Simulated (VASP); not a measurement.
# Al16N15F (a cell with a defect) in VASP: further runs, part 2 of 2

VASP 6.6.1.

## Step 4: Single point, HSE06

POSCAR

```
Al16N15F
1.0
    6.2595139128      0.0000000578      0.0000000000
   -3.1297570064      5.4208980350      0.0000000000
    0.0000000000      0.0000000000     10.0348065929
Al N F
16 15 1
Direct
    0.3321449707      0.1666347929      0.2487692977
    0.1662812502      0.3327399078      0.5039527695
    0.3317096125      0.1672798311      0.7529895798
    0.1661043326      0.3326623928      1.0014647394
    0.3323064059      0.6633573176      0.2488211709
    0.1931118073      0.8464377552      0.5079039196
    0.3314308579      0.6615974116      0.7528725241
    0.1758473066      0.8376985784      0.9980288717
    0.8355225782      0.1666142332      0.2488411817
    0.6527196838      0.3060395094      0.5079104027
    0.8371777090      0.1672122592      0.7528558206
    0.6612287445      0.3230315432      0.9979419256
    0.8334825185      0.6652515258      0.1998816026
    0.6537273509      0.8452340605      0.5082618995
    0.8335132434      0.6653024598      0.7573047509
    0.6618209893      0.8369620478      0.9979192437
    0.3317987258      0.1672216250      0.4408074000
    0.1675851393      0.3312294911      0.1916655519
    0.3310449457      0.1677415268      0.9405617770
    0.1678633091      0.3308798674      0.6906482076
    0.3315381568      0.6658663576      0.4406713403
    0.1723139766      0.8336942374      0.1912541695
    0.3311478280      0.6658661390      0.9403089032
    0.1653084391      0.8297971396      0.6913304964
    0.8330701825      0.1673447804      0.4406915637
    0.6649367233      0.3263661769      0.1911837268
    0.8328740106      0.1674862905      0.9402384129
    0.6692530895      0.3335160259      0.6913706688
    0.6657421144      0.8333778860      0.1911426069
    0.8319222643      0.6668763535      0.9497765728
    0.6691269434      0.8291242365      0.6914030844
    0.8319791909      0.6667542545      0.4515929572
```

INCAR.step1

```
PREC = Accurate
ENCUT = 520
EDIFF = 1E-5
ISMEAR = -1
SIGMA = 0.01
LREAL = Auto
LASPH = T
NELM = 120
ALGO = Normal
ISIF = 2
LWAVE = T
LCHARG = F
NBANDS = 87
GGA = PE
NELECT = 128.0
GGA_COMPAT = F
ISYM = -1
```

INCAR.step2

```
PREC = Accurate
ENCUT = 520
EDIFF = 1E-6
ISMEAR = -1
SIGMA = 0.01
LREAL = Auto
LASPH = T
NELM = 120
ALGO = Normal
ISIF = 2
LWAVE = F
LCHARG = F
GGA = PE
LHFCALC = T
HFSCREEN = 0.2079
PRECFOCK = Fast
NBANDS = 87
ISTART = 1
NELECT = 128.0
GGA_COMPAT = F
ISYM = -1
```

KPOINTS

```
explicit points
1
Reciprocal
  0.25000000   0.25000000   0.25000000 1
```

Potentials or basis: VASP PAW PBE potentials, release 64 (Al, N, F).

On the command line:

```sh
$ cat potpaw_PBE.64/Al/POTCAR potpaw_PBE.64/N/POTCAR potpaw_PBE.64/F/POTCAR > POTCAR
$ cp INCAR.step1 INCAR
$ mpirun -np 1 vasp_std > vasp.out
$ cp INCAR.step2 INCAR
$ mpirun -np 1 vasp_std > vasp.out
```

OUTCAR:

```text
PREC = Accurate
   ENCUT = 520
   EDIFF = 1E-6
   ISMEAR = -1
   LREAL = Auto
   LASPH = T
   NELM = 120
   ISIF = 2
   GGA = PE
   LHFCALC = T
   HFSCREEN = 0.2079
   PRECFOCK = Fast
   ISTART = 1
   NELECT = 128.0
   ISYM = -1

 ion  position               nearest neighbor table
   1  0.332  0.167  0.249-  18 1.87  26 1.89  22 1.90  17 1.93   4 3.07   8 3.08  12 3.09   9 3.11
                             5 3.11   6 3.13   2 3.13  10 3.13   5 3.15   9 3.15  13 3.17  13 3.17
   2  0.166  0.333  0.504-  20 1.87  17 1.90  21 1.91  25 1.91   7 3.07  11 3.07   3 3.08   5 3.13
                             9 3.13   1 3.13   6 3.13  10 3.13  14 3.13  14 3.13  10 3.13   6 3.14
   3  0.332  0.167  0.753-  20 1.88  19 1.88  24 1.93  28 1.93   6 3.02  10 3.02  12 3.04   8 3.04
                             4 3.07   2 3.08   7 3.10  11 3.10  15 3.13  15 3.13  11 3.16   7 3.16
   4  0.166  0.333  0.001-  19 1.89  23 1.91  27 1.91  18 1.91   9 3.06   5 3.06   1 3.07   7 3.07
                            11 3.07   3 3.07   8 3.13  12 3.13  16 3.13  16 3.13  12 3.13   8 3.13
   5  0.332  0.663  0.249-  22 1.88  18 1.89  29 1.90  21 1.93   4 3.06  16 3.09   8 3.09   1 3.11
                             9 3.11   2 3.13   6 3.14  14 3.14   9 3.15   1 3.15  13 3.17  13 3.17
   6  0.193  0.846  0.508-  24 1.85  21 1.86  17 1.87  32 2.04  10 2.88  14 2.89   3 3.02   7 3.02
                             1 3.13   2 3.13   2 3.14   5 3.14  15 3.17
   7  0.331  0.662  0.753-  23 1.88  20 1.90  24 1.91  31 1.93  14 3.02   6 3.02  16 3.04   8 3.05
                             4 3.07   2 3.07  11 3.09   3 3.10  15 3.13  15 3.13   3 3.16  11 3.17
   8  0.176  0.838  0.998-  23 1.87  19 1.88  30 1.93  22 1.94  13 2.75  12 3.04   3 3.04  16 3.04
                            15 3.05   7 3.05   1 3.08   5 3.09   4 3.13   4 3.13  16 3.22  12 3.22
   9  0.836  0.167  0.249-  26 1.88  18 1.89  29 1.90  25 1.93   4 3.06  16 3.09  12 3.09   1 3.11
                             5 3.11   2 3.13  10 3.13  14 3.14   5 3.15   1 3.15  13 3.17  13 3.17
  10  0.653  0.306  0.508-  28 1.85  25 1.86  17 1.87  32 2.04   6 2.88  14 2.89   3 3.02  11 3.02
                             1 3.13   2 3.13   2 3.13   9 3.13  15 3.17
  11  0.837  0.167  0.753-  27 1.88  20 1.90  28 1.91  31 1.93  14 3.02  10 3.02  16 3.04  12 3.05
                             4 3.07   2 3.07   7 3.09   3 3.10  15 3.13  15 3.13   3 3.16   7 3.17
  12  0.661  0.323  0.998-  27 1.87  19 1.88  30 1.93  26 1.94  13 2.75   8 3.04   3 3.04  16 3.04
                            15 3.05  11 3.05   1 3.09   9 3.09   4 3.13   4 3.13  16 3.22   8 3.22
  13  0.833  0.665  0.200-  29 1.82  22 1.84  26 1.84  30 2.51  32 2.53   8 2.75  12 2.75  16 2.75
                             9 3.17   5 3.17   1 3.17   1 3.17   5 3.17   9 3.17
  14  0.654  0.845  0.508-  31 1.85  25 1.88  21 1.88  32 2.02   6 2.89  10 2.89  11 3.02   7 3.02
                             2 3.13   2 3.13   9 3.14   5 3.14  15 3.17
  15  0.834  0.665  0.757-  31 1.90  28 1.92  24 1.92  30 1.93  12 3.05   8 3.05  16 3.05   7 3.13
                             3 3.13  11 3.13  11 3.13   3 3.13   7 3.13  14 3.17  10 3.17   6 3.17
  16  0.662  0.837  0.998-  27 1.88  23 1.88  30 1.91  29 1.94  13 2.75  11 3.04   7 3.04   8 3.04
                            12 3.04  15 3.05   5 3.09   9 3.09   4 3.13   4 3.13  12 3.22   8 3.22
  17  0.332  0.167  0.441-   6 1.87  10 1.87   2 1.90   1 1.93
  18  0.168  0.331  0.192-   1 1.87   9 1.89   5 1.89   4 1.91
  19  0.331  0.168  0.941-   8 1.88  12 1.88   3 1.88   4 1.89
  20  0.168  0.331  0.691-   2 1.87   3 1.88  11 1.90   7 1.90
  21  0.332  0.666  0.441-   6 1.86  14 1.88   2 1.91   5 1.93
  22  0.172  0.834  0.191-  13 1.84   5 1.88   1 1.90   8 1.94
  23  0.331  0.666  0.940-   8 1.87   7 1.88  16 1.88   4 1.91
  24  0.165  0.830  0.691-   6 1.85   7 1.91  15 1.92   3 1.93
  25  0.833  0.167  0.441-  10 1.86  14 1.88   2 1.91   9 1.93
  26  0.665  0.326  0.191-  13 1.84   9 1.88   1 1.89  12 1.94
  27  0.833  0.167  0.940-  12 1.87  11 1.88  16 1.88   4 1.91
  28  0.669  0.334  0.691-  10 1.85  11 1.91  15 1.92   3 1.93
  29  0.666  0.833  0.191-  13 1.82   9 1.90   5 1.90  16 1.94
  30  0.832  0.667  0.950-  16 1.91  12 1.93   8 1.93  15 1.93  13 2.51
  31  0.669  0.829  0.691-  14 1.85  15 1.90   7 1.93  11 1.93
  32  0.832  0.667  0.452-  14 2.02  10 2.04   6 2.04  13 2.53

IMPORTANT INFORMATION: All symmetrisations will be switched off!
NOSYMM: (Re-)initialisation of all symmetry stuff for point group C_1.
[... 118 lines left out ...]
   NFREE  =      0    steps in history (QN), initial steepest desc. (CG)
   ISIF   =      2    stress and relaxation
   ISYM   =     -1    0-nonsym 1-usesym 2-fastsym
   POTIM  = 0.5000    time-step for ionic-motion
   TEBEG  =    0.0;   TEEND  =   0.0 temperature during run
   PSTRESS=    0.0 pullay stress
   NELECT =     128.0000    total number of electrons
   NUPDOWN=      -1.0000    fix difference up-down
   EMIN   =  10.00;   EMAX   =-10.00  energy-range for DOS
   EFERMI =   0.00;   METHOD = LEGACY
   ISMEAR =    -1;   SIGMA  =   0.01  broadening in eV -4-tet -1-fermi 0-gaus
   EFERMI_NEDOS =   21; number of points for ismear=-14 and -15
   IALGO  =     38    algorithm
   IMIX   =      1    mixing-type and parameters
     AMIX     =   0.40;   BMIX     =  1.00
     AMIX_MAG =   1.60;   BMIX_MAG =  1.00
  volume/ion in A,a.u.               =      10.64        71.81
  Fermi-wavevector in a.u.,A,eV,Ry     =   1.181511  2.232733 18.993310  1.395969
  Thomas-Fermi vector in A             =   2.317783
   LORBIT       =      0    0 simple, 1 ext, 2 COOP (PROOUT), +10 PAW based schemes
   GGA     = PE    functional components
   LHFCALC =     T    Hartree Fock is set to
   PRECFOCK=fast      Normal, Fast or Accurate (Low or Medium for compatibility)
   ENCUT4O =  -1.0   cutoff for four orbital integrals eV
   NKREDX  =     1    reduce k-point grid by
   NKREDY  =     1    reduce k-point grid by
   NKREDZ  =     1    reduce k-point grid by
   AEXX    =    0.2500 exact exchange contribution
   HFSCREEN=    0.2079 screening length (either q_TF or 0.3 A-1)
   HFSCREENC=   0.2079 screening length for correlation (either q_TF or 0.3 A-1)
   ENCUTFOCK=  -1.0 apply spherical cutoff to Coloumb kernel
   IVDW    =     0    specifies the selected vdW correction
   LEPSILON=     F    determine dielectric tensor
   LRPA    =     F    only Hartree local field effects (RPA)
 non-spin polarized calculation
  energy-cutoff  :      520.00
  volume of cell :      340.50
 maximum number of plane-waves:      9148
 NGX is ok and might be reduce to    48
  NGX = 24; NGY = 24; NGZ = 40

 number of electron     127.9999981 magnetization

 Free energy of the ion-electron system (eV)
  ---------------------------------------------------
  ext. energy  EPLUGINS =         0.00000000
  ---------------------------------------------------
  free energy    TOTEN  =      -292.68415062 eV

  energy without entropy =     -292.68415062  energy(sigma->0) =     -292.68415062

 E-fermi :   4.8035     XC(G=0):  -8.8577

 val. band max:        4.5582249628   @ k =   0.2500   0.2500   0.2500
 cond. band min:      10.9477843153   @ k =   0.2500   0.2500   0.2500
 fundamental gap:      6.3895593525
 Fermi energy:         4.8035241570

 k-point     1 :       0.2500    0.2500    0.2500
  band No.  band energies     occupation
      1     -23.0704      2.00000
      2     -10.9119      2.00000
      3     -10.4964      2.00000
      4     -10.3803      2.00000
      5     -10.1067      2.00000
      6      -9.8923      2.00000
[... 68 lines left out ...]
     75      13.4118      0.00000
     76      13.5177      0.00000
 [bands above 76 left out]

------------------------ aborting loop because EDIFF is reached ----------------------------------------

  FORCE on cell =-STRESS in cart. coord.  units (eV):
  Direction    XX          YY          ZZ          XY          YZ          ZX
  --------------------------------------------------------------------------------------
  -------------------------------------------------------------------------------------
  Total      -26.7748420    -36.4128643    -22.8941516     -8.3491418      0.1332643      0.1655014
  in kB     -125.9843624   -171.3344005   -107.7244486    -39.2854349      0.6270521      0.7787380
  external PRESSURE =    -135.0144038 kB  Pullay stress =       0.0000000 kB

 VOLUME and BASIS-vectors are now :
 -----------------------------------------------------------------------------
  energy-cutoff  :      520.00
  volume of cell :      340.50
      direct lattice vectors                 reciprocal lattice vectors
     6.259513913  0.000000058  0.000000000     0.159756813  0.092235641  0.000000000
    -3.129757006  5.420898035  0.000000000    -0.000000002  0.184471279  0.000000000
     0.000000000  0.000000000 10.034806593     0.000000000  0.000000000  0.099653141

 POSITION                                       TOTAL-FORCE (eV/Angst)
 -----------------------------------------------------------------------------------
      1.55754      0.90331      2.49635        -0.009146      0.003848     -0.019483
     -0.00056      1.80375      5.05707         0.007411     -0.006201      0.039797
      1.55280      0.90681      7.55610        -0.017638      0.008467      0.059251
     -0.00142      1.80333      0.01470         0.009213     -0.006880      0.006512
      0.00393      3.59599      2.49687        -0.012405      0.006958     -0.013333
     -1.44036      4.58845      5.09672         0.030550     -0.003162      0.021607
[... 24 lines left out ...]
      1.59345      4.49460      6.93810        -0.020197      0.017849     -0.080532
      3.12101      3.61441      4.53165        -0.004711      0.005474      0.119253
 -----------------------------------------------------------------------------------
    total drift:                               -0.003662     -0.000437      0.032218

  FREE ENERGIE OF THE ION-ELECTRON SYSTEM (eV)
  ---------------------------------------------------
  free  energy   TOTEN  =      -292.6841506160 eV

  energy  without entropy=     -292.6841506160  energy(sigma->0) =     -292.68415062
```

Run time: 3.8 min. Hardware: 1 thread of Intel Xeon Platinum 8259CL at 2.50GHz (Skylake/Cascade Lake), shared host; peak memory 0.59 GiB.

What came out:

```
Free energy   : -292.6842 eV
Largest force : 0.119 eV/Å
```

Forces in eV/Å, atoms in the order of the input:
```
Al  -0.009  0.004 -0.019
Al   0.007 -0.006  0.040
Al  -0.018  0.008  0.059
Al   0.009 -0.007  0.007
Al  -0.012  0.007 -0.013
Al   0.031 -0.003  0.022
Al  -0.009 -0.003  0.065
Al  -0.005 -0.012 -0.002
Al  -0.011  0.008 -0.013
Al   0.017 -0.027  0.020
Al  -0.003  0.005  0.063
Al   0.005  0.000 -0.001
Al  -0.005  0.007 -0.080
Al  -0.012  0.000  0.023
Al  -0.005  0.003  0.025
Al   0.016 -0.010  0.008
N    0.039 -0.024  0.058
N    0.006 -0.002 -0.016
N    0.017 -0.006 -0.020
N    0.003  0.001 -0.045
N   -0.005  0.058  0.050
N   -0.048 -0.034 -0.035
N    0.000  0.024 -0.023
N    0.026  0.012 -0.086
N   -0.055 -0.022  0.051
N    0.005  0.059 -0.033
N   -0.019 -0.003 -0.020
N    0.000 -0.026 -0.089
N    0.063 -0.039 -0.041
N   -0.002  0.004  0.007
N   -0.020  0.018 -0.081
F   -0.005  0.005  0.119
```

Caveat: the cell carries a net charge on a neutralising background, which shifts energy and pressure; the cell is charged against a uniform background, so pressure and absolute levels hang on convention; the PAW data sets were made with another functional, which shifts forces and pressure a little.
